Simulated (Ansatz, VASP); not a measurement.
## Two plane-wave programs on Ta

File INCAR:

```
SYSTEM = Ta
PREC = Accurate ; ENCUT = 520
EDIFF = 1E-6 ; ISMEAR = 0
SIGMA = 0.15 ; LREAL = .FALSE.
LASPH = .TRUE. ; NELM = 100
ALGO = Fast ; ISIF = 2
LWAVE = .FALSE. ; LCHARG = .FALSE.
GGA = CA ; NBANDS = 18
```

The input KPOINTS:

```
Automatic mesh
0
G
  21 21 10
  0 0 0
```

File POSCAR:

```
Ta
1.0
    2.9401081346      0.0000000000      0.0000000000
   -1.4700540673      2.5462083345      0.0000000000
    0.0000000000      0.0000000000      5.0275715252
Ta
2
Direct
    0.6666666667      0.3333333333      0.7500000000
    0.3333333333      0.6666666667      0.2500000000
```

Input for Ansatz:

```yaml
crystal:
  lattice:
    - [2.9401081346, 0.0, 0.0]
    - [-1.4700540673, 2.5462083345, 0.0]
    - [0.0, 0.0, 5.0275715252]
  atoms:
    - { symbol: Ta, position: [0.6666666667, 0.3333333333, 0.75] }
    - { symbol: Ta, position: [0.3333333333, 0.6666666667, 0.25] }
basis:
  ecutwfc: 420
kpoints:
  mp_grid: { grid: [21, 21, 10] }
hamiltonian:
  xc: lda
scf:
  occupations: { method: gaussian, width: 0.15 }
output:
  forces: true
  stress: true
  eigenvalues: true
```

Alike in both runs: task single point; functional LDA; k mesh 21 × 21 × 10; occupations gaussian, width 0.15 eV; no spin polarisation.

|  | VASP | Ansatz |
| --- | --- | --- |
| version | VASP 6.6.1 | Ansatz 0.2.0 |
| potentials or method | VASP PAW LDA potentials, release 64 (Ta_pv), cutoff 520 eV | scalar-relativistic, plane waves, PAW |
| valence electrons in the cell | 22 | 26 |

VASP gave:

| Property | Result |
| --- | --- |
| gap on the k mesh at the Fermi level (eV) | none |
| pressure (GPa) | -11.5 |
| traceless stress, the component that is largest in VASP (GPa) | 5.13 |

Q: Which values does Ansatz return?

A: gap on the k mesh at the Fermi level (eV): none; pressure (GPa): -12.1; traceless stress, the component that is largest in VASP (GPa): 5.12.

LDA's correlation is that of Perdew and Zunger in VASP and of Perdew and Wang (1992) in Ansatz. A gap of «none» marks a metal or a gap that the smearing closes. VASP's potentials hold 22 valence electrons a cell and Ansatz's 26, so a difference there can come from the potentials and not from the codes.

Spin-orbit coupling is off throughout.
